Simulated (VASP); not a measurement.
# Lu (P6_3/mmc) in VASP: relaxation of cell and atoms with PBEsol

Aim: the relaxation of cell and atoms of Lu with PBEsol.

All numbers are computed with VASP 6.6.1; they aren't measurements. Logs are shortened: lines on timing, memory, paths and dates and some standing lists are left out, and cuts for length are marked.

**1. The cell of the first run**

It takes space group P6_3/mmc (No. 194, hexagonal). Conventional cell: a = 3.549 Å, b = 3.549 Å, c = 5.624 Å, α = 90.00°, β = 90.00°, γ = 120.00°. Lu (site symmetry -6m2) has 12 Lu at 3.48 to 3.55 Å within 4.6 Å.

**2. Relaxation of cell and atoms, PBEsol**

INCAR reads:

```
SYSTEM = Lu
ALGO = Normal
EDIFF = 1E-7
EDIFFG = -0.005
ENCUT = 600
GGA = PS
IBRION = 2
ISIF = 3
ISMEAR = -1
LASPH = .True.
LCHARG = .False.
LREAL = .False.
LWAVE = .False.
NELM = 100
NSW = 100
PREC = Accurate
SIGMA = 0.05
```

KPOINTS reads:

```
k-points
0
Gamma
  11 11 6
  0 0 0
```

POSCAR reads:

```
Lu
1.0
    3.5491987075      0.0000000000      0.0000000000
   -1.7745993538      3.0736962438      0.0000000000
    0.0000000000      0.0000000000      5.6239465347
Lu
2
Direct
    0.3333333333      0.6666666667      0.2500000000
    0.6666666667      0.3333333333      0.7500000000
```

Potentials or basis: VASP PAW PBE potentials, release 64 (Lu).

On the command line:

```
$ cat potpaw_PBE.64/Lu/POTCAR > POTCAR
$ mpirun -np 1 vasp_std > vasp.out
```

OUTCAR:

```text
SYSTEM = Lu
   EDIFF = 1E-7
   EDIFFG = -0.005
   ENCUT = 600
   GGA = PS
   IBRION = 2
   ISIF = 3
   ISMEAR = -1
   LASPH = .True.
   LREAL = .False.
   NELM = 100
   NSW = 100
   PREC = Accurate

 ion  position               nearest neighbor table
   1  0.333  0.667  0.250-   2 3.48   2 3.48   2 3.48   2 3.48   2 3.48   2 3.48
   2  0.667  0.333  0.750-   1 3.48   1 3.48   1 3.48   1 3.48   1 3.48   1 3.48

  LATTYP: Found a hexagonal cell.
 ALAT       =     3.5491987075
 C/A-ratio  =     1.5845679541

  Lattice vectors:

 A1 = (   3.5491987075,   0.0000000000,   0.0000000000)
 A2 = (  -1.7745993538,   3.0736962438,   0.0000000000)
 A3 = (   0.0000000000,   0.0000000000,   5.6239465347)

Analysis of symmetry for initial positions (statically):
=====================================================================
 Subroutine PRICEL returns:
 Original cell was already a primitive cell.

 Routine SETGRP: Setting up the symmetry group for a
 hexagonal supercell.

 Subroutine GETGRP returns: Found 24 space group operations
 (whereof 12 operations were pure point group operations)
 out of a pool of 24 trial point group operations.

The static configuration has the point symmetry D_3d.
 The point group associated with its full space group is D_6h.

Analysis of symmetry for dynamics (positions and initial velocities):
=====================================================================
 Subroutine PRICEL returns:
 Original cell was already a primitive cell.

 Routine SETGRP: Setting up the symmetry group for a
 hexagonal supercell.

 Subroutine GETGRP returns: Found 24 space group operations
 (whereof 12 operations were pure point group operations)
 out of a pool of 24 trial point group operations.

The dynamic configuration has the point symmetry D_3d.
 The point group associated with its full space group is D_6h.

 Subroutine INISYM returns: Found 24 space group operations
 (whereof 12 operations are pure point group operations),
 and found     1 'primitive' translations

----------------------------------------------------------------------------------------

                                     Primitive cell

  volume of cell :      61.3525

  direct lattice vectors                    reciprocal lattice vectors
     3.549198707  0.000000000  0.000000000     0.281753737  0.162670596  0.000000000
[... 107 lines left out ...]
  volume/ion in A,a.u.               =      30.68       207.01
  Fermi-wavevector in a.u.,A,eV,Ry     =   1.529164  2.889701 31.815075  2.338342
  Thomas-Fermi vector in A             =   2.636823
   LORBIT       =      0    0 simple, 1 ext, 2 COOP (PROOUT), +10 PAW based schemes
   GGA     = PS    functional components
   LHFCALC =     F    Hartree Fock is set to
   AEXX    =    0.0000 exact exchange contribution
   IVDW    =     0    specifies the selected vdW correction
   LEPSILON=     F    determine dielectric tensor
   LRPA    =     F    only Hartree local field effects (RPA)
 conjugate gradient relaxation of ions
 non-spin polarized calculation
  energy-cutoff  :      600.00
  volume of cell :       61.35
 maximum number of plane-waves:      2065
   NGX = 15   NGY = 15   NGZ = 23

--------------------------------------- Ionic step        1  -------------------------------------------

 number of electron      49.9999984 magnetization

 Free energy of the ion-electron system (eV)
  ---------------------------------------------------
  ext. energy  EPLUGINS =         0.00000000
  ---------------------------------------------------
  free energy    TOTEN  =        -9.82434394 eV

  energy without entropy =       -9.79465208  energy(sigma->0) =       -9.80949801

------------------------ aborting loop because EDIFF is reached ----------------------------------------

  FORCE on cell =-STRESS in cart. coord.  units (eV):
  Direction    XX          YY          ZZ          XY          YZ          ZX
  --------------------------------------------------------------------------------------
  -------------------------------------------------------------------------------------
  Total       -1.5535386     -1.5535386     -1.9543803      0.0000000      0.0000000      0.0000000
  in kB      -40.5695507    -40.5695507    -51.0372441      0.0000000      0.0000000      0.0000000
  external PRESSURE =     -44.0587818 kB  Pullay stress =       0.0000000 kB
[... 89 lines left out ...]
  FREE ENERGIE OF THE ION-ELECTRON SYSTEM (eV)
  ---------------------------------------------------
  free  energy   TOTEN  =        -9.9184822577 eV

  energy  without entropy=       -9.8948242360  energy(sigma->0) =       -9.90665325

[... ionic steps 4 to 10 ...]

--------------------------------------- Ionic step       11  -------------------------------------------

 number of electron      50.0000000 magnetization

------------------------ aborting loop because EDIFF is reached ----------------------------------------
[... 67 lines left out ...]
--------------------------------------- Ionic step       13  -------------------------------------------

 number of electron      50.0000000 magnetization

 Free energy of the ion-electron system (eV)
  ---------------------------------------------------
  ext. energy  EPLUGINS =         0.00000000
  ---------------------------------------------------
  free energy    TOTEN  =        -9.91936087 eV

  energy without entropy =       -9.89566090  energy(sigma->0) =       -9.90751089

 E-fermi :   2.2840     XC(G=0): -11.0425

 val. band max:        2.2708729245   @ k =   0.3636   0.0000   0.0000
 cond. band min:       2.2950626881   @ k =   0.4545  -0.0000   0.3333
 fundamental gap:      0.0241897636
 Fermi energy:         2.2840337946

 k-point     1 :       0.0000    0.0000    0.0000
  band No.  band energies     occupation
      1     -53.7683      2.00000
      2     -53.7212      2.00000
      3     -24.7819      2.00000
      4     -24.2645      2.00000
      5     -24.2645      2.00000
      6     -24.1608      2.00000
[... 781 lines left out ...]
     29       4.8414      0.00000
     30       5.9315      0.00000

 [... further k-points ...]

------------------------ aborting loop because EDIFF is reached ----------------------------------------

  FORCE on cell =-STRESS in cart. coord.  units (eV):
  Direction    XX          YY          ZZ          XY          YZ          ZX
  --------------------------------------------------------------------------------------
  -------------------------------------------------------------------------------------
  Total       -0.0006032     -0.0006032      0.0057204      0.0000000      0.0000000     -0.0000000
  in kB       -0.0175257     -0.0175257      0.1662072      0.0000000      0.0000000     -0.0000000
  external PRESSURE =       0.0437186 kB  Pullay stress =       0.0000000 kB
[... 17 lines left out ...]
  FREE ENERGIE OF THE ION-ELECTRON SYSTEM (eV)
  ---------------------------------------------------
  free  energy   TOTEN  =        -9.9193608748 eV

  energy  without entropy=       -9.8956608993  energy(sigma->0) =       -9.90751089

 reached required accuracy - stopping structural energy minimisation
```

OSZICAR:

```text
N       E                     dE             d eps       ncg     rms          rms(c)
DAV:   1     0.282973821313E+03    0.28297E+03   -0.21365E+04  5338   0.594E+03
DAV:   2     0.247391763236E+02   -0.25823E+03   -0.24892E+03  4224   0.592E+02
DAV:   3    -0.580970781621E+01   -0.30549E+02   -0.29943E+02  5092   0.136E+02
[... 134 lines left out ...]
DAV:   4    -0.991933386571E+01   -0.19473E-04   -0.45967E-05  6218   0.558E-02    0.152E-02
DAV:   5    -0.991935863554E+01   -0.24770E-04   -0.48008E-05  7008   0.324E-02    0.708E-03
DAV:   6    -0.991936013126E+01   -0.14957E-05   -0.36771E-06  5194   0.197E-02    0.197E-03
DAV:   7    -0.991936074621E+01   -0.61495E-06   -0.58265E-07  4922   0.512E-03    0.686E-04
DAV:   8    -0.991936088727E+01   -0.14106E-06   -0.68046E-08  2264   0.254E-03    0.136E-04
DAV:   9    -0.991936087477E+01    0.12495E-07   -0.26218E-08  2124   0.145E-03
  13 F= -.99193609E+01 E0= -.99075109E+01  d E =-.211029E-04
```

CONTCAR:

```text
Lu
   1.00000000000000
     3.4466706707272290    0.0000000000016820   -0.0000000000000000
    -1.7233353354107137    2.9849043593515194    0.0000000000000000
    -0.0000000000000000    0.0000000000000000    5.3598692138608879
  Lu
     2
Direct
     0.3333333332999970    0.6666666667000030    0.2500000000000000
     0.6666666667000030    0.3333333332999970    0.7500000000000000

  0.00000000E+00  0.00000000E+00  0.00000000E+00
  0.00000000E+00  0.00000000E+00  0.00000000E+00
```

Wall time 23 min (1 thread of Intel Xeon 8259CL, shared host); peak memory 0.29 GiB.

Results:

| Quantity | Value |
| --- | --- |
| Free energy | -9.9194 eV |
| Relaxed volume | 27.57 Å³/atom |
| Relaxed cell | a = 3.447 Å, b = 3.447 Å, c = 5.360 Å, α = 90.00°, β = 90.00°, γ = 120.00° |
| Space group after relaxing (to 0.1 Å) | P6_3/mmc (No. 194) |
| Energy gained by relaxing | 47.5 meV/atom |
| Ionic steps | 13 |
| Pressure after relaxing | 0.0 GPa |
| Band gap on the k mesh | zero (bands 25 and 26 overlap by 1.92 eV) |

Step by step:
```tsv
step	energy change (eV)	largest force (eV/Å)	pressure (GPa)	volume (Å³)
1	0.0000	0.0000	-4.41	61.35
2	-0.0914	0.0000	0.95	54.16
3	-0.0941	0.0000	0.06	55.10
4	-0.0941	0.0000	-0.04	55.22
5	-0.0949	0.0000	-0.07	55.24
6	-0.0950	0.0000	-0.04	55.25
7	-0.0950	0.0000	-0.09	55.25
8	-0.0950	0.0000	-0.06	55.25
9	-0.0950	0.0000	-0.06	55.25
10	-0.0950	0.0000	-0.12	55.25
11	-0.0950	0.0000	0.06	55.08
12	-0.0950	0.0000	-0.03	55.17
13	-0.0950	0.0000	0.00	55.14
```

Final structure:
```
CELL_PARAMETERS angstrom
3.44667 0.00000 0.00000
-1.72334 2.98490 0.00000
0.00000 0.00000 5.35987
ATOMIC_POSITIONS crystal
Lu 0.33333 0.66667 0.25000
Lu 0.66667 0.33333 0.75000
```

Levels at points of the mesh, in eV from the Fermi level:
| k point | band 22 | band 23 | band 24 | band 25 | band 26 | band 27 | band 28 | band 29 |
| --- | --- | --- | --- | --- | --- | --- | --- | --- |
| (0.00, 0.00, 0.00) | -4.73 | -4.72 | -2.48 | 0.91 | 2.21 | 2.21 | 2.71 | 3.01 |
| (0.00, 0.00, 0.50) | -4.72 | -4.39 | -4.39 | 1.26 | 1.26 | 2.10 | 2.10 | 2.10 |

Caveat: the PAW data sets were made with another functional, which shifts forces and pressure a little; spin-orbit coupling is left out, which moves the levels of the heavy elements.

The gap in the log of VASP goes by the Fermi energy; the results here count the filled bands.